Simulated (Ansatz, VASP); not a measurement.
Rh in VASP and in Ansatz

```
Rh
1.0
     0.00000    1.90155    1.93007
     1.90155    0.00000    1.93007
     1.90155    1.90155    0.00000
Rh
1
Direct
  0.00000 0.00000 0.00000
```

Change from the starting cell: strain +0.000 along x and y, +0.015 along z, atoms carried along.

Alike in both runs: task single point; functional PBE; k mesh 22 × 22 × 22; occupations gaussian, width 0.15 eV; no spin polarisation.

|  | VASP | Ansatz |
| --- | --- | --- |
| version | VASP 6.6.1 | Ansatz 0.2.0 |
| potentials or method | VASP PAW PBE potentials, release 64 (Rh_pv), cutoff 520 eV | scalar-relativistic, plane waves, PAW |
| valence electrons in the cell | 15 | 17 |

|  | VASP | Ansatz | Ansatz less VASP |
| --- | --- | --- | --- |
| gap on the k mesh at the Fermi level (eV) | none | none | - |
| pressure (GPa) | 1.8 | 1.7 | 0.00 |
| traceless stress, the component that is largest in VASP (GPa) | -2.35 | -2.36 | -0.007 |

A gap of «none» marks a metal or a gap that the smearing closes. The functional is the same, so the differences come from potentials, cutoffs and numerics. VASP's potentials hold 15 valence electrons a cell and Ansatz's 17, so a difference there can come from the potentials and not from the codes.
